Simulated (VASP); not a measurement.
# Hf2N (P4_2/mnm) in VASP: a series of runs

Runs on Hf2N. Level: PBEsol. Tasks: single point, relaxation of cell and atoms.

All numbers are computed with VASP 6.6.1; they aren't measurements. Logs are shortened: lines on timing, memory, paths and dates and some standing lists are left out, and cuts for length are marked.

## (1) The cell of the first run

It takes space group P4_2/mnm (No. 136, tetragonal). The conventional cell has a = 5.297 Å, b = 5.297 Å, c = 3.225 Å, α = 90.00°, β = 90.00°, γ = 90.00°. Hf (site symmetry m2m) has 3 N at 2.21 to 2.23 Å within 2.9 Å. N (site symmetry mmm) has 6 Hf at 2.21 to 2.23 Å within 2.9 Å.

## (2) Single point, PBEsol

Input file INCAR:

```
PREC = Accurate
ENCUT = 520
EDIFF = 1E-6
ISMEAR = 0
SIGMA = 0.1
LREAL = F
LASPH = T
NELM = 80
ALGO = Normal
ISIF = 2
LWAVE = F
LCHARG = F
GGA = PS
NBANDS = 34
```

Input file KPOINTS:

```
regular mesh
0
Gamma
  4 4 6
```

Input file POSCAR:

```
Hf2N
1.0
    5.2965472026      0.0000000000      0.0000000000
    0.0000000000      5.2965472026      0.0000000000
    0.0000000000      0.0000000000      3.2247226013
Hf N
4 2
Direct
    0.2947528462      0.2947528462      0.0000000000
    0.7052471538      0.7052471538      0.0000000000
    0.7947528462      0.2052471538      0.5000000000
    0.2052471538      0.7947528462      0.5000000000
    0.0000000000      0.0000000000      0.0000000000
    0.5000000000      0.5000000000      0.5000000000
```

Potentials or basis: VASP PAW PBE potentials, release 64 (Hf_pv, N).

Run with:

```
cat potpaw_PBE.64/Hf_pv/POTCAR potpaw_PBE.64/N/POTCAR > POTCAR
mpirun -np 1 vasp_std > vasp.out
```

OUTCAR:

```text
PREC = Accurate
   ENCUT = 520
   EDIFF = 1E-6
   ISMEAR = 0
   LREAL = F
   LASPH = T
   NELM = 80
   ISIF = 2
   GGA = PS

 ion  position               nearest neighbor table
   1  0.295  0.295  0.000-   5 2.21   6 2.23   6 2.23   2 3.07   4 3.14   3 3.14   4 3.14   3 3.14
                             4 3.14   4 3.14   3 3.14   3 3.14   2 3.80   2 3.80
   2  0.705  0.705  0.000-   5 2.21   6 2.23   6 2.23   1 3.07   4 3.14   3 3.14   4 3.14   3 3.14
                             3 3.14   3 3.14   4 3.14   4 3.14   1 3.80   1 3.80
   3  0.795  0.205  0.500-   6 2.21   5 2.23   5 2.23   4 3.07   1 3.14   1 3.14   2 3.14   2 3.14
                             2 3.14   2 3.14   1 3.14   1 3.14   4 3.80   4 3.80
   4  0.205  0.795  0.500-   6 2.21   5 2.23   5 2.23   3 3.07   1 3.14   1 3.14   2 3.14   2 3.14
                             1 3.14   1 3.14   2 3.14   2 3.14   3 3.80   3 3.80
   5  0.000  0.000  0.000-   1 2.21   2 2.21   3 2.23   4 2.23   3 2.23   4 2.23
   6  0.500  0.500  0.500-   3 2.21   4 2.21   1 2.23   2 2.23   1 2.23   2 2.23

  LATTYP: Found a simple tetragonal cell.
 ALAT       =     5.2965472026
 C/A-ratio  =     0.6088348650

  Lattice vectors:

 A1 = (   5.2965472026,   0.0000000000,   0.0000000000)
 A2 = (   0.0000000000,   5.2965472026,   0.0000000000)
 A3 = (   0.0000000000,   0.0000000000,   3.2247226013)

Analysis of symmetry for initial positions (statically):
=====================================================================
 Subroutine PRICEL returns:
 Original cell was already a primitive cell.

 Routine SETGRP: Setting up the symmetry group for a
 simple tetragonal supercell.

 Subroutine GETGRP returns: Found 16 space group operations
 (whereof  8 operations were pure point group operations)
 out of a pool of 16 trial point group operations.

The static configuration has the point symmetry D_2h.
 The point group associated with its full space group is D_4h.

Analysis of symmetry for dynamics (positions and initial velocities):
=====================================================================
 Subroutine PRICEL returns:
 Original cell was already a primitive cell.

 Routine SETGRP: Setting up the symmetry group for a
 simple tetragonal supercell.

 Subroutine GETGRP returns: Found 16 space group operations
 (whereof  8 operations were pure point group operations)
 out of a pool of 16 trial point group operations.

The dynamic configuration has the point symmetry D_2h.
 The point group associated with its full space group is D_4h.

 Subroutine INISYM returns: Found 16 space group operations
 (whereof  8 operations are pure point group operations),
 and found     1 'primitive' translations

----------------------------------------------------------------------------------------

                                     Primitive cell

  volume of cell :      90.4645

  direct lattice vectors                    reciprocal lattice vectors
     5.296547203  0.000000000  0.000000000     0.188802245  0.000000000  0.000000000
     0.000000000  5.296547203  0.000000000     0.000000000  0.188802245  0.000000000
     0.000000000  0.000000000  3.224722601     0.000000000  0.000000000  0.310104193

  length of vectors
     5.296547203  5.296547203  3.224722601     0.188802245  0.188802245  0.310104193

  position of ions in fractional coordinates (direct lattice)
     0.294752846  0.294752846  0.000000000
     0.705247154  0.705247154  0.000000000
     0.794752846  0.205247154  0.500000000
     0.205247154  0.794752846  0.500000000
     0.000000000  0.000000000  0.000000000
     0.500000000  0.500000000  0.500000000

  ion indices of the primitive-cell ions
   primitive index   ion index
                 1           1
                 2           2
                 3           3
                 4           4
                 5           5
                 6           6

----------------------------------------------------------------------------------------

 KPOINTS: regular mesh

Automatic generation of k-mesh.
 Grid dimensions read from file:
 generate k-points for:    4    4    6

 Generating k-lattice:

  Cartesian coordinates                     Fractional coordinates (reciprocal lattice)
     0.047200561  0.000000000  0.000000000     0.250000000  0.000000000  0.000000000
     0.000000000  0.047200561  0.000000000     0.000000000  0.250000000  0.000000000
     0.000000000  0.000000000  0.051684032     0.000000000  0.000000000  0.166666667

  Length of vectors
     0.047200561  0.047200561  0.051684032

  Shift w.r.t. Gamma in fractional coordinates (k-lattice)
     0.000000000  0.000000000  0.000000000

 Subroutine IBZKPT returns following result:
 ===========================================

 Found     24 irreducible k-points:

 Following reciprocal coordinates:
            Coordinates               Weight
  0.000000  0.000000  0.000000      1.000000
  0.250000  0.000000  0.000000      4.000000
  0.500000  0.000000  0.000000      2.000000
  0.250000  0.250000  0.000000      4.000000
  0.500000  0.250000  0.000000      4.000000
  0.500000  0.500000  0.000000      1.000000
[... 16 lines left out ...]
  0.500000  0.250000  0.500000      4.000000
  0.500000  0.500000  0.500000      1.000000
   k-points           NKPTS =     24   k-points in BZ     NKDIM =     24   number of bands    NBANDS=     34
   number of dos      NEDOS =    301   number of ions     NIONS =      6
   total plane-waves  NPLWV =  38400
   dimension x,y,z NGX =    40 NGY =   40 NGZ =   24
   dimension x,y,z NGXF=    80 NGYF=   80 NGZF=   48
   ions per type =               4   2
   NGX,Y,Z   is equivalent  to a cutoff of  12.56, 12.56, 12.37 a.u.
   NGXF,Y,Z  is equivalent  to a cutoff of  25.11, 25.11, 24.75 a.u.
 SYSTEM =  unknown system
   PREC   = accura    normal or accurate (medium, high low for compatibility)
   ISTART =      0    job   : 0-new  1-cont  2-samecut
   ICHARG =      2    charge: 1-file 2-atom 10-const
   ISPIN  =      1    spin polarized calculation?
   LNONCOLLINEAR =      F non collinear calculations
   LSORBIT =      F    spin-orbit coupling
   LASPH  =      T    aspherical Exc in radial PAW
   ENCUT  =  520.0 eV  38.22 Ry    6.18 a.u.   9.85  9.85  6.00*2*pi/ulx,y,z
   NELM   =     80;   NELMIN=  2; NELMDL= -5     # of ELM steps
   EDIFF  = 0.1E-05   stopping-criterion for ELM
   LREAL  =      F    real-space projection
   EDIFFG = 0.1E-04   stopping-criterion for IOM
   NSW    =      0    number of steps for IOM
   IBRION =     -1    ionic relax: 0-MD 1-quasi-New 2-CG
   NFREE  =      0    steps in history (QN), initial steepest desc. (CG)
   ISIF   =      2    stress and relaxation
   ISYM   =      2    0-nonsym 1-usesym 2-fastsym
   POTIM  = 0.5000    time-step for ionic-motion
   TEBEG  =    0.0;   TEEND  =   0.0 temperature during run
   PSTRESS=    0.0 pullay stress
   NELECT =      50.0000    total number of electrons
   NUPDOWN=      -1.0000    fix difference up-down
   EMIN   =  10.00;   EMAX   =-10.00  energy-range for DOS
   EFERMI =   0.00;   METHOD = LEGACY
   ISMEAR =     0;   SIGMA  =   0.10  broadening in eV -4-tet -1-fermi 0-gaus
   EFERMI_NEDOS =   21; number of points for ismear=-14 and -15
   IALGO  =     38    algorithm
   IMIX   =      4    mixing-type and parameters
     AMIX     =   0.40;   BMIX     =  1.00
     AMIX_MAG =   1.60;   BMIX_MAG =  1.00
  volume/ion in A,a.u.               =      15.08       101.75
  Fermi-wavevector in a.u.,A,eV,Ry     =   1.343504  2.538854 24.558540  1.805002
  Thomas-Fermi vector in A             =   2.471572
   LORBIT       =      0    0 simple, 1 ext, 2 COOP (PROOUT), +10 PAW based schemes
   GGA     = PS    functional components
   LHFCALC =     F    Hartree Fock is set to
   AEXX    =    0.0000 exact exchange contribution
   IVDW    =     0    specifies the selected vdW correction
   LEPSILON=     F    determine dielectric tensor
   LRPA    =     F    only Hartree local field effects (RPA)
 non-spin polarized calculation
 Gauss-broadening in eV      SIGMA  =   0.10
  energy-cutoff  :      520.00
  volume of cell :       90.46
 maximum number of plane-waves:      2460
 NGX is ok and might be reduce to    40
   NGX = 19   NGY = 19   NGZ = 11

 number of electron      50.0000010 magnetization

 Free energy of the ion-electron system (eV)
  ---------------------------------------------------
  ext. energy  EPLUGINS =         0.00000000
  ---------------------------------------------------
  free energy    TOTEN  =       -67.52495371 eV

  energy without entropy =      -67.51514065  energy(sigma->0) =      -67.52004718

 E-fermi :   5.8149     XC(G=0): -12.1628

 val. band max:        5.7925928327   @ k =   0.0000   0.0000   0.0000
 cond. band min:       5.8310233481   @ k =   0.2500   0.0000   0.0000
 fundamental gap:      0.0384305154
 Fermi energy:         5.8148763246

 k-point     1 :       0.0000    0.0000    0.0000
  band No.  band energies     occupation
      1     -25.2479      2.00000
      2     -24.7394      2.00000
      3     -24.6730      2.00000
      4     -24.6730      2.00000
      5     -24.4305      2.00000
      6     -24.2703      2.00000
[... 26 lines left out ...]
     33       9.1522      0.00000
     34       9.1522      0.00000

 k-point     2 :       0.2500    0.0000    0.0000
  band No.  band energies     occupation
      1     -25.1605      2.00000
      2     -24.7661      2.00000
      3     -24.6938      2.00000
      4     -24.5635      2.00000
      5     -24.3971      2.00000
      6     -24.2777      2.00000
[... 26 lines left out ...]
     33       9.1503      0.00000
     34       9.8748      0.00000

 k-point     3 :       0.5000    0.0000    0.0000
  band No.  band energies     occupation
      1     -24.9631      2.00000
      2     -24.9631      2.00000
      3     -24.4937      2.00000
      4     -24.4937      2.00000
      5     -24.3599      2.00000
      6     -24.3599      2.00000
[... 26 lines left out ...]
     33       9.7696      0.00000
     34       9.7696      0.00000
[... 704 lines left out ...]
 k-point    23 :       0.5000    0.2500    0.5000
  band No.  band energies     occupation
      1     -25.0057      2.00000
      2     -25.0057      2.00000
      3     -24.7894      2.00000
      4     -24.7894      2.00000
      5     -24.4615      2.00000
      6     -24.4615      2.00000
[... 26 lines left out ...]
     33      11.2201      0.00000
     34      11.2201      0.00000

 k-point    24 :       0.5000    0.5000    0.5000
  band No.  band energies     occupation
      1     -25.0741      2.00000
      2     -25.0741      2.00000
      3     -24.8309      2.00000
      4     -24.8309      2.00000
      5     -24.3295      2.00000
      6     -24.3295      2.00000
[... 26 lines left out ...]
     33      11.6916      0.00000
     34      11.6951      0.00000

------------------------ aborting loop because EDIFF is reached ----------------------------------------

  FORCE on cell =-STRESS in cart. coord.  units (eV):
  Direction    XX          YY          ZZ          XY          YZ          ZX
  --------------------------------------------------------------------------------------
  -------------------------------------------------------------------------------------
  Total       -0.5405997     -0.5405997     -0.6422709      0.0000000      0.0000000      0.0000000
  in kB       -9.5743279     -9.5743279    -11.3749834      0.0000000      0.0000000      0.0000000
  external PRESSURE =     -10.1745464 kB  Pullay stress =       0.0000000 kB

 VOLUME and BASIS-vectors are now :
 -----------------------------------------------------------------------------
  energy-cutoff  :      520.00
  volume of cell :       90.46
      direct lattice vectors                 reciprocal lattice vectors
     5.296547203  0.000000000  0.000000000     0.188802245  0.000000000  0.000000000
     0.000000000  5.296547203  0.000000000     0.000000000  0.188802245  0.000000000
     0.000000000  0.000000000  3.224722601     0.000000000  0.000000000  0.310104193

 POSITION                                       TOTAL-FORCE (eV/Angst)
 -----------------------------------------------------------------------------------
      1.56117      1.56117      0.00000         0.002878      0.002878      0.000000
      3.73537      3.73537      0.00000        -0.002878     -0.002878     -0.000000
      4.20945      1.08710      1.61236         0.002878     -0.002878     -0.000000
      1.08710      4.20945      1.61236        -0.002878      0.002878      0.000000
      0.00000      0.00000      0.00000         0.000000     -0.000000      0.000000
      2.64827      2.64827      1.61236         0.000000     -0.000000      0.000000
 -----------------------------------------------------------------------------------
    total drift:                               -0.000000      0.000000     -0.000000

  FREE ENERGIE OF THE ION-ELECTRON SYSTEM (eV)
  ---------------------------------------------------
  free  energy   TOTEN  =       -67.5249537147 eV

  energy  without entropy=      -67.5151406453  energy(sigma->0) =      -67.52004718
```

Run time: 37 s. Hardware: 1 thread of AMD EPYC 9R45 (Zen 5), shared host; peak memory 0.19 GiB.

What came out:

```
Free energy            : -67.5250 eV
Pressure               : -1.0 GPa
Largest force          : 0.004 eV/Å
Band gap on the k mesh : zero (band 25 reaches 7.32 eV, above the bottom of band 26 at 4.63 eV)
```

Forces on the atoms (eV/Å):
```
Hf   0.003  0.003  0.000
Hf  -0.003 -0.003  0.000
Hf   0.003 -0.003  0.000
Hf  -0.003  0.003  0.000
N    0.000  0.000  0.000
N    0.000  0.000  0.000
```

Stress tensor (GPa, compression positive):
```
-0.96  0.00  0.00
 0.00 -0.96  0.00
 0.00  0.00 -1.14
```

Caveat: the PAW data sets were made with another functional, which shifts forces and pressure a little; spin-orbit coupling is left out, which moves the levels of the heavy elements.

## (3) Relaxation of cell and atoms, PBEsol

This run uses another cell than the first one, of 15.25 Å³/atom, 1.012 times its volume.

Input file INCAR:

```
SYSTEM = Hf2N
ALGO = Normal
EDIFF = 1E-7
EDIFFG = -0.01
ENCUT = 600
GGA = PS
IBRION = 2
ISIF = 3
ISMEAR = 0
LASPH = .True.
LCHARG = .False.
LREAL = .False.
LWAVE = .False.
NELM = 100
NSW = 80
PREC = Accurate
SIGMA = 0.1
```

Input file KPOINTS:

```
k-points
0
Gamma
  2 2 4
  0 0 0
```

Input file POSCAR:

```
Hf2N
1.0
    5.3131240200      0.0000000000      0.0000000000
    0.0000000000      5.3131240200      0.0000000000
    0.0000000000      0.0000000000      3.2420983900
Hf N
4 2
Direct
    0.2955363700      0.2955363700      0.0000000000
    0.7044636300      0.7044636300      0.0000000000
    0.7955363700      0.2044636300      0.5000000000
    0.2044636300      0.7955363700      0.5000000000
    0.0000000000      0.0000000000      0.0000000000
    0.5000000000      0.5000000000      0.5000000000
```

Potentials or basis: VASP PAW PBE potentials, release 64 (Hf_pv, N).

Run with:

```
cat potpaw_PBE.64/Hf_pv/POTCAR potpaw_PBE.64/N/POTCAR > POTCAR
mpirun -np 1 vasp_std > vasp.out
```

Run time: 81 s. Hardware: 1 thread of AMD EPYC 9R45 (Zen 5), shared host; peak memory 0.2 GiB.

Results (log left out):

```yaml
Free_energy: -67.6215 eV
Relaxed_volume: 14.96 Å³/atom
Relaxed_cell: a = 5.270 Å, b = 5.270 Å, c = 3.233 Å, α = 90.00°, β = 90.00°, γ = 90.00°
Space_group_after_relaxing_to_0.05_Å: P4_2/mnm (No. 136)
Energy_gained_by_relaxing: 4.0 meV/atom
Ionic_steps: 6
Pressure_after_relaxing: 0.0 GPa
Band_gap_on_the_k_mesh: zero (band 25 reaches 7.39 eV, above the bottom of band 26 at 4.70 eV)
```

Step by step:
```
step  energy change (eV)  largest force (eV/Å)  pressure (GPa)  volume (Å³)
   1              0.0000                0.1417           -3.56        91.52
   2              0.0325                0.1719            6.70        87.11
   3             -0.0206                0.1509            0.19        89.81
   4             -0.0237                0.0460            0.00        89.82
   5             -0.0239                0.0201           -0.04        89.82
   6             -0.0240                0.0010            0.04        89.78
```

Final structure:
```
Hf N
1.0
     5.26987    0.00000    0.00000
     0.00000    5.26987    0.00000
     0.00000    0.00000    3.23280
Hf N
4 2
Direct
  0.29389 0.29389 0.00000
  0.70611 0.70611 0.00000
  0.79389 0.20611 0.50000
  0.20611 0.79389 0.50000
  0.00000 0.00000 0.00000
  0.50000 0.50000 0.50000
```

Levels at points of the mesh, in eV from the Fermi level:
```csv
k point,band 22,band 23,band 24,band 25,band 26,band 27
"(0.00, 0.00, 0.00)",-2.20,-0.02,0.78,0.98,1.13,1.13
"(0.50, 0.00, 0.00)",-2.51,-1.09,-1.09,1.45,1.45,1.84
"(0.50, 0.50, 0.00)",-1.76,-1.46,-1.46,0.98,0.98,1.52
"(0.00, 0.00, 0.50)",-1.46,-1.25,-1.25,-1.24,-1.24,2.19
"(0.50, 0.00, 0.50)",-1.98,-1.16,-1.16,-0.95,-0.95,1.80
"(0.50, 0.50, 0.50)",-1.77,-0.89,-0.89,-0.53,-0.53,1.41
```

Caveat: the k points lie up to 0.60 Å⁻¹ apart in the final cell; the PAW data sets were made with another functional, which shifts forces and pressure a little; spin-orbit coupling is left out, which moves the levels of the heavy elements.

## (4) Single point, PBEsol

Input file INCAR:

```
SYSTEM = Hf2N
PREC     = Accurate       ! precision mode
ENCUT    = 520            ! plane-wave cutoff, eV
EDIFF    = 1E-7           ! SCF threshold, eV
ISMEAR   = 0              ! smearing method
SIGMA    = 0.1            ! smearing width, eV
LREAL    = .False.        ! projectors in reciprocal space
LASPH    = .True.         ! aspherical terms in the spheres
NELM     = 60             ! most SCF steps
ALGO     = Normal         ! electronic algorithm
ISIF     = 2              ! what is computed and relaxed
LWAVE    = .False.        ! write WAVECAR
LCHARG   = .False.        ! write CHGCAR
GGA      = PS             ! functional
NBANDS   = 34             ! bands
```

Input file KPOINTS:

```
Automatic mesh
0
Gamma
  4 4 8
  0 0 0
```

Input file POSCAR:

```
Hf2N
1.0
    5.2970470700      0.0000000000      0.0000000000
    0.0000000000      5.2970470700      0.0000000000
    0.0000000000      0.0000000000      3.2272189585
Hf N
4 2
Direct
    0.2959898185      0.2959898185      0.0000000000
    0.7040101815      0.7040101815      0.0000000000
    0.7959898185      0.2040101815      0.5000000000
    0.2040101815      0.7959898185      0.5000000000
    0.0000000000      0.0000000000      0.0000000000
    0.5000000000      0.5000000000      0.5000000000
```

Run with:

```
cat potpaw_PBE.64/Hf_pv/POTCAR potpaw_PBE.64/N/POTCAR > POTCAR
mpirun -np 1 vasp_std > vasp.out
```

Wall time 50 s (1 thread of AMD EPYC 9R45 (Zen 5), shared host); peak memory 0.19 GiB.

It converged, with:

```
Free energy            : -67.4768 eV
Pressure               : -1.0 GPa
Largest force          : 0.008 eV/Å
Band gap on the k mesh : zero (band 25 reaches 7.32 eV, above the bottom of band 26 at 4.61 eV)
```

Forces in eV/Å, atoms in the order of the input:
```
Hf   0.006  0.006  0.000
Hf  -0.006 -0.006  0.000
Hf   0.006 -0.006  0.000
Hf  -0.006  0.006  0.000
N    0.000  0.000  0.000
N    0.000  0.000  0.000
```

Stress tensor (GPa, compression positive):
```
-0.96  0.00  0.00
 0.00 -0.96  0.00
 0.00  0.00 -1.12
```

Levels at points of the mesh, in eV from the Fermi level:
| k point | band 20 | band 21 | band 22 | band 23 | band 24 | band 25 | band 26 | band 27 | band 28 | band 29 |
| --- | --- | --- | --- | --- | --- | --- | --- | --- | --- | --- |
| (0.00, 0.00, 0.00) | -4.53 | -3.55 | -2.14 | -0.11 | 0.82 | 1.07 | 1.14 | 1.14 | 1.55 | 1.80 |
| (0.50, 0.00, 0.00) | -4.69 | -2.49 | -2.49 | -1.06 | -1.06 | 1.45 | 1.45 | 1.89 | 1.89 | 2.00 |
| (0.50, 0.50, 0.00) | -4.61 | -1.77 | -1.77 | -1.41 | -1.41 | 1.09 | 1.09 | 1.54 | 1.54 | 1.82 |
| (0.00, 0.00, 0.50) | -4.61 | -1.46 | -1.46 | -1.27 | -1.27 | -1.26 | -1.26 | 2.21 | 2.21 | 3.76 |
| (0.50, 0.00, 0.50) | -3.87 | -1.97 | -1.97 | -1.16 | -1.16 | -0.94 | -0.94 | 1.80 | 1.80 | 3.87 |
| (0.50, 0.50, 0.50) | -4.92 | -1.69 | -1.69 | -0.86 | -0.86 | -0.55 | -0.55 | 1.29 | 1.29 | 2.90 |

Caveat: the PAW data sets were made with another functional, which shifts forces and pressure a little; spin-orbit coupling is left out, which moves the levels of the heavy elements.

[end of part 1 of 2]
